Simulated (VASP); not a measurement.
Here is a VASP 6.6.1 calculation.

Contents of INCAR:

```
ALGO = Normal
EDIFF = 1E-6
ENCUT = 500
GGA = PE
GGA_COMPAT = False
ISIF = 2
ISMEAR = 0
LASPH = True
LCHARG = True
LELF = True
LREAL = False
LVHAR = True
LWAVE = False
NBANDS = 11
NELM = 120
PREC = Accurate
SIGMA = 0.028000000000000004
```

File KPOINTS:

```
k-points
0
Gamma
  10 10 10
```

Contents of POSCAR:

```
BP
1.0
    0.0000000000      2.2690000000      2.2690000000
    2.2690000000      0.0000000000      2.2690000000
    2.2690000000      2.2690000000      0.0000000000
P B
1 1
Direct
    0.7500000000      0.7500000000      0.7500000000
    0.0000000000      0.0000000000      0.0000000000
```

Potentials or basis: VASP PAW PBE potentials, release 64 (P, B).

Command:

```sh
$ cat potpaw_PBE.64/P/POTCAR potpaw_PBE.64/B/POTCAR > POTCAR
$ mpirun -np 1 vasp_std > vasp.out
```

Question: What does it give for the band gap on the k mesh?

Answer: 1.24 eV, indirect (least direct gap 3.40 eV).

Question: What does it give for the pressure?

Answer: 0.9 GPa.

A k mesh can miss the band edges. PBE gaps usually lie below the measured ones, often by a third to a half.
